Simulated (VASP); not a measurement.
# WS2 (P6_3/mmc) in VASP: single point with r2SCAN

Aim: the single point of WS2 with r2SCAN.

Everything below comes from runs of VASP 6.6.1. Logs are shortened: lines on timing, memory, paths and dates and some standing lists are left out, and cuts for length are marked.

### 1 The cell of the first run

It takes space group P6_3/mmc (No. 194, hexagonal). Conventional cell: a = 3.146 Å, b = 3.146 Å, c = 12.708 Å, α = 90.00°, β = 90.00°, γ = 120.00°. W (site symmetry -6m2) has 6 S at 2.40 Å and 6 W at 3.15 Å within 3.2 Å. Within 3.2 Å of S (site symmetry 3m) lie 3 W at 2.40 Å and 7 S at 3.14 to 3.15 Å.

### 2 Single point, r2SCAN

Contents of POSCAR:

```
WS2
1.0
    3.1463183390      0.0000000029      0.0000000000
   -1.5731591720      2.7247916085      0.0000000000
    0.0000000000      0.0000000000     12.7077691426
W S
2 4
Direct
    0.3333333333      0.6666666667      0.2500000000
    0.6666666667      0.3333333333      0.7500000000
    0.3333333333      0.6666666667      0.6266423365
    0.6666666667      0.3333333333      0.1266423365
    0.3333333333      0.6666666667      0.8733576635
    0.6666666667      0.3333333333      0.3733576635
```

Contents of INCAR.step1:

```
PREC     = Accurate       # precision mode
ENCUT    = 520            # plane-wave cutoff, eV
ISMEAR   = 0              # smearing method
SIGMA    = 0.02           # smearing width, eV
LREAL    = F              # projectors in reciprocal space
LASPH    = T              # aspherical terms in the spheres
NELM     = 60             # most SCF steps
NBANDS   = 35             # bands
GGA      = PE             # functional
ALGO     = Normal         # electronic algorithm
EDIFF    = 1E-4           # SCF threshold, eV
LWAVE    = T              # write WAVECAR
LCHARG   = F              # write CHGCAR
```

Contents of INCAR.step2:

```
PREC     = Accurate       # precision mode
ENCUT    = 520            # plane-wave cutoff, eV
EDIFF    = 1E-6           # SCF threshold, eV
ISMEAR   = 0              # smearing method
SIGMA    = 0.02           # smearing width, eV
LREAL    = F              # projectors in reciprocal space
LASPH    = T              # aspherical terms in the spheres
NELM     = 60             # most SCF steps
ALGO     = Normal         # electronic algorithm
ISIF     = 2              # what is computed and relaxed
LWAVE    = F              # write WAVECAR
LCHARG   = F              # write CHGCAR
METAGGA  = R2SCAN         # meta-GGA
LMIXTAU  = T            
NBANDS   = 35             # bands
ISTART   = 1
```

Contents of KPOINTS:

```
regular mesh
0
Gamma
  12 12 2
```

Potentials or basis: VASP PAW PBE potentials, release 64 (W_sv, S).

On the command line:

```sh
cat potpaw_PBE.64/W_sv/POTCAR potpaw_PBE.64/S/POTCAR > POTCAR
cp INCAR.step1 INCAR
mpirun -np 1 vasp_std > vasp.out
cp INCAR.step2 INCAR
mpirun -np 1 vasp_std > vasp.out
```

OUTCAR:

```text
PREC = Accurate
   ENCUT = 520
   EDIFF = 1E-6
   ISMEAR = 0
   LREAL = F
   LASPH = T
   NELM = 60
   ISIF = 2
   METAGGA = R2SCAN
   ISTART = 1

 ion  position               nearest neighbor table
   1  0.333  0.667  0.250-   4 2.40   6 2.40   4 2.40   6 2.40   4 2.40   6 2.40
   2  0.667  0.333  0.750-   3 2.40   5 2.40   3 2.40   5 2.40   3 2.40   5 2.40
   3  0.333  0.667  0.627-   2 2.40   2 2.40   2 2.40
   4  0.667  0.333  0.127-   1 2.40   1 2.40   1 2.40
   5  0.333  0.667  0.873-   2 2.40   2 2.40   2 2.40
   6  0.667  0.333  0.373-   1 2.40   1 2.40   1 2.40

  LATTYP: Found a hexagonal cell.
 ALAT       =     3.1463183390
 C/A-ratio  =     4.0389330555

  Lattice vectors:

 A1 = (   3.1463183390,   0.0000000029,   0.0000000000)
 A2 = (  -1.5731591720,   2.7247916085,   0.0000000000)
 A3 = (   0.0000000000,   0.0000000000,  12.7077691426)

Analysis of symmetry for initial positions (statically):
=====================================================================
 Subroutine PRICEL returns:
 Original cell was already a primitive cell.

 Routine SETGRP: Setting up the symmetry group for a
 hexagonal supercell.

 Subroutine GETGRP returns: Found 24 space group operations
 (whereof 12 operations were pure point group operations)
 out of a pool of 24 trial point group operations.

The static configuration has the point symmetry D_3d.
 The point group associated with its full space group is D_6h.

Analysis of symmetry for dynamics (positions and initial velocities):
=====================================================================
 Subroutine PRICEL returns:
 Original cell was already a primitive cell.

 Routine SETGRP: Setting up the symmetry group for a
 hexagonal supercell.

 Subroutine GETGRP returns: Found 24 space group operations
 (whereof 12 operations were pure point group operations)
 out of a pool of 24 trial point group operations.

The dynamic configuration has the point symmetry D_3d.
 The point group associated with its full space group is D_6h.

 Subroutine INISYM returns: Found 24 space group operations
 (whereof 12 operations are pure point group operations),
 and found     1 'primitive' translations

----------------------------------------------------------------------------------------

                                     Primitive cell

  volume of cell :     108.9445

  direct lattice vectors                    reciprocal lattice vectors
     3.146318339  0.000000003  0.000000000     0.317831793  0.183500272  0.000000000
    -1.573159172  2.724791608  0.000000000    -0.000000000  0.367000543  0.000000000
     0.000000000  0.000000000 12.707769143     0.000000000  0.000000000  0.078692018

  length of vectors
     3.146318339  3.146318339 12.707769143     0.367000543  0.367000543  0.078692018

  position of ions in fractional coordinates (direct lattice)
     0.333333333  0.666666667  0.250000000
     0.666666667  0.333333333  0.750000000
     0.333333333  0.666666667  0.626642336
     0.666666667  0.333333333  0.126642336
     0.333333333  0.666666667  0.873357664
     0.666666667  0.333333333  0.373357664

  ion indices of the primitive-cell ions
   primitive index   ion index
                 1           1
                 2           2
                 3           3
                 4           4
                 5           5
                 6           6

----------------------------------------------------------------------------------------

 KPOINTS: regular mesh

Automatic generation of k-mesh.
 Grid dimensions read from file:
 generate k-points for:   12   12    2

 Generating k-lattice:

  Cartesian coordinates                     Fractional coordinates (reciprocal lattice)
     0.026485983  0.015291689  0.000000000     0.083333333  0.000000000  0.000000000
    -0.000000000  0.030583379  0.000000000     0.000000000  0.083333333  0.000000000
     0.000000000  0.000000000  0.039346009     0.000000000  0.000000000  0.500000000

  Length of vectors
     0.030583379  0.030583379  0.039346009

  Shift w.r.t. Gamma in fractional coordinates (k-lattice)
     0.000000000  0.000000000  0.000000000

 Subroutine IBZKPT returns following result:
 ===========================================

 Found     38 irreducible k-points:

 Following reciprocal coordinates:
            Coordinates               Weight
  0.000000  0.000000  0.000000      1.000000
  0.083333 -0.000000  0.000000      6.000000
  0.166667 -0.000000  0.000000      6.000000
  0.250000 -0.000000  0.000000      6.000000
  0.333333  0.000000  0.000000      6.000000
  0.416667  0.000000  0.000000      6.000000
[... 16 lines left out ...]
  0.250000 -0.000000  0.500000      6.000000
  0.333333  0.000000  0.500000      6.000000
 [... further k-points ...]
   k-points           NKPTS =     38   k-points in BZ     NKDIM =     38   number of bands    NBANDS=     35
   number of dos      NEDOS =    301   number of ions     NIONS =      6
   total plane-waves  NPLWV =  55296
   dimension x,y,z NGX =    24 NGY =   24 NGZ =   96
   dimension x,y,z NGXF=    48 NGYF=   48 NGZF=  192
   ions per type =               2   4
   NGX,Y,Z   is equivalent  to a cutoff of  12.68, 12.68, 12.56 a.u.
   NGXF,Y,Z  is equivalent  to a cutoff of  25.36, 25.36, 25.12 a.u.
 SYSTEM =  unknown system
   PREC   = accura    normal or accurate (medium, high low for compatibility)
   ISTART =      1    job   : 0-new  1-cont  2-samecut
   ICHARG =      0    charge: 1-file 2-atom 10-const
   ISPIN  =      1    spin polarized calculation?
   LNONCOLLINEAR =      F non collinear calculations
   LSORBIT =      F    spin-orbit coupling
   LASPH  =      T    aspherical Exc in radial PAW
   ENCUT  =  520.0 eV  38.22 Ry    6.18 a.u.   5.85  5.85 23.63*2*pi/ulx,y,z
   NELM   =     60;   NELMIN=  2; NELMDL=  0     # of ELM steps
   EDIFF  = 0.1E-05   stopping-criterion for ELM
   LREAL  =      F    real-space projection
   EDIFFG = 0.1E-04   stopping-criterion for IOM
   NSW    =      0    number of steps for IOM
   IBRION =     -1    ionic relax: 0-MD 1-quasi-New 2-CG
   NFREE  =      0    steps in history (QN), initial steepest desc. (CG)
   ISIF   =      2    stress and relaxation
   ISYM   =      2    0-nonsym 1-usesym 2-fastsym
   POTIM  = 0.5000    time-step for ionic-motion
   TEBEG  =    0.0;   TEEND  =   0.0 temperature during run
   PSTRESS=    0.0 pullay stress
   NELECT =      52.0000    total number of electrons
   NUPDOWN=      -1.0000    fix difference up-down
   EMIN   =  10.00;   EMAX   =-10.00  energy-range for DOS
   EFERMI =   0.00;   METHOD = LEGACY
   ISMEAR =     0;   SIGMA  =   0.02  broadening in eV -4-tet -1-fermi 0-gaus
   EFERMI_NEDOS =   21; number of points for ismear=-14 and -15
   IALGO  =     38    algorithm
   IMIX   =      4    mixing-type and parameters
     AMIX     =   0.40;   BMIX     =  1.00
     AMIX_MAG =   1.60;   BMIX_MAG =  1.00
  volume/ion in A,a.u.               =      18.16       122.53
  Fermi-wavevector in a.u.,A,eV,Ry     =   1.279403  2.417722 22.271012  1.636873
  Thomas-Fermi vector in A             =   2.411891
   LORBIT       =      0    0 simple, 1 ext, 2 COOP (PROOUT), +10 PAW based schemes
   METAGGA = R2SCAN    functional components
   LHFCALC =     F    Hartree Fock is set to
   AEXX    =    0.0000 exact exchange contribution
   IVDW    =     0    specifies the selected vdW correction
   LEPSILON=     F    determine dielectric tensor
   LRPA    =     F    only Hartree local field effects (RPA)
 non-spin polarized calculation
 Gauss-broadening in eV      SIGMA  =   0.02
  energy-cutoff  :      520.00
  volume of cell :      108.94
 maximum number of plane-waves:      2962
 NGX is ok and might be reduce to    24
   NGX = 11   NGY = 11   NGZ = 47

 number of electron      51.9999989 magnetization

 Free energy of the ion-electron system (eV)
  ---------------------------------------------------
  ext. energy  EPLUGINS =         0.00000000
  ---------------------------------------------------
  free energy    TOTEN  =      -140.12667621 eV

  energy without entropy =     -140.12667621  energy(sigma->0) =     -140.12667621

 E-fermi :   7.0743     XC(G=0): -11.4742

 val. band max:        6.9125585158   @ k =   0.0000   0.0000   0.0000
 cond. band min:       8.1866136446   @ k =   0.1667   0.1667   0.0000
 fundamental gap:      1.2740551288
 Fermi energy:         7.0742829529

 k-point     1 :       0.0000    0.0000    0.0000
  band No.  band energies     occupation
      1     -69.5325      2.00000
      2     -69.5325      2.00000
      3     -33.1511      2.00000
      4     -33.1511      2.00000
      5     -32.9558      2.00000
      6     -32.9558      2.00000
[... 27 lines left out ...]
     34       9.7296      0.00000
     35      12.3732      0.00000

 k-point     2 :       0.0833   -0.0000    0.0000
  band No.  band energies     occupation
      1     -69.5310      2.00000
      2     -69.5310      2.00000
      3     -33.1460      2.00000
      4     -33.1460      2.00000
      5     -32.9834      2.00000
      6     -32.9834      2.00000
[... 27 lines left out ...]
     34       9.7870      0.00000
     35      12.9229      0.00000

 k-point     3 :       0.1667   -0.0000    0.0000
  band No.  band energies     occupation
      1     -69.5269      2.00000
      2     -69.5268      2.00000
      3     -33.1320      2.00000
      4     -33.1320      2.00000
      5     -33.0583      2.00000
      6     -33.0583      2.00000
[... 27 lines left out ...]
     34      10.3346      0.00000
     35      13.9980      0.00000
[... 723 lines left out ...]
 k-point    23 :       0.2500   -0.0000    0.5000
  band No.  band energies     occupation
      1     -69.5212      2.00000
      2     -69.5212      2.00000
      3     -33.1591      2.00000
      4     -33.1591      2.00000
      5     -33.1129      2.00000
      6     -33.1129      2.00000
[... 27 lines left out ...]
     34      10.8190      0.00000
     35      14.2711      0.00000

 k-point    24 :       0.3333    0.0000    0.5000
  band No.  band energies     occupation
      1     -69.5156      2.00000
      2     -69.5156      2.00000
      3     -33.2583      2.00000
      4     -33.2583      2.00000
      5     -33.0936      2.00000
      6     -33.0936      2.00000
[... 27 lines left out ...]
     34      11.1900      0.00000
     35      13.5171      0.00000

 [... further k-points ...]
[... 5 lines left out ...]
  --------------------------------------------------------------------------------------
  -------------------------------------------------------------------------------------
  Total        2.7687236      2.7687236      1.0230463      0.0000000      0.0000000      0.0000000
  in kB       40.7178566     40.7178566     15.0452915      0.0000000      0.0000000      0.0000000
  external PRESSURE =      32.1603349 kB  Pullay stress =       0.0000000 kB

 VOLUME and BASIS-vectors are now :
 -----------------------------------------------------------------------------
  energy-cutoff  :      520.00
  volume of cell :      108.94
      direct lattice vectors                 reciprocal lattice vectors
     3.146318339  0.000000003  0.000000000     0.317831793  0.183500272  0.000000000
    -1.573159172  2.724791608  0.000000000    -0.000000000  0.367000543  0.000000000
     0.000000000  0.000000000 12.707769143     0.000000000  0.000000000  0.078692018

 POSITION                                       TOTAL-FORCE (eV/Angst)
 -----------------------------------------------------------------------------------
     -0.00000      1.81653      3.17694         0.000000      0.000000      0.000000
      1.57316      0.90826      9.53083        -0.000000     -0.000000      0.000000
     -0.00000      1.81653      7.96323        -0.000000      0.000000     -0.070662
      1.57316      0.90826      1.60934         0.000000     -0.000000     -0.070662
     -0.00000      1.81653     11.09843        -0.000000      0.000000      0.070662
      1.57316      0.90826      4.74454         0.000000     -0.000000      0.070662
 -----------------------------------------------------------------------------------
    total drift:                               -0.000000      0.000000     -0.000000

  FREE ENERGIE OF THE ION-ELECTRON SYSTEM (eV)
  ---------------------------------------------------
  free  energy   TOTEN  =      -140.1266762119 eV

  energy  without entropy=     -140.1266762119  energy(sigma->0) =     -140.12667621
```

Run time: 3.4 min. Hardware: 1 thread of Intel Xeon 6975P-C (Granite Rapids), shared host; peak memory 0.31 GiB.

Results:

```
Free energy            : -140.1267 eV
Pressure               : 3.2 GPa
Largest force          : 0.071 eV/Å
Band gap on the k mesh : 1.27 eV (least direct gap 2.01 eV)
```

Forces in eV/Å, atoms in the order of the input:
```
W    0.000  0.000  0.000
W    0.000  0.000  0.000
S    0.000  0.000 -0.071
S    0.000  0.000 -0.071
S    0.000  0.000  0.071
S    0.000  0.000  0.071
```

Caveat: the cell stands under pressure; the PAW data sets were made with another functional, which shifts forces and pressure a little; spin-orbit coupling is left out, which moves the levels of the heavy elements.
